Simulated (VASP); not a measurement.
Here is a VASP 6.6.1 calculation.

The input INCAR:

```
  PREC = Accurate
  ENCUT = 520
  EDIFF = 1E-6
  ISMEAR = -1
  SIGMA = 0.05
  LREAL = False
  LASPH = True
  NELM = 60
  ALGO = Normal
  ISIF = 2
  LWAVE = False
  LCHARG = False
  GGA = CA
  NBANDS = 9
```

The input KPOINTS:

```
regular mesh
0
Gamma
  15 15 9
```

POSCAR

```
Mg
1.0
    2.7652178817      0.0000000000      0.0000000000
   -1.3826089409      2.3947489326      0.0000000000
    0.0000000000      0.0000000000      4.4369835239
Mg
2
Direct
    0.3333333333      0.6666666667      0.2500000000
    0.6666666667      0.3333333333      0.7500000000
```

Potentials or basis: VASP PAW LDA potentials, release 64 (Mg).

Launch:

```sh
$ cat potpaw_LDA.64/Mg/POTCAR > POTCAR
$ mpirun -np 1 vasp_std > vasp.out
```

(1) Predict the band gap on the k mesh.

(2) What does it give for the pressure?

## Answers

(1) zero (band 2 reaches 6.26 eV, above the bottom of band 3 at 4.13 eV).

(2) 32.8 GPa.
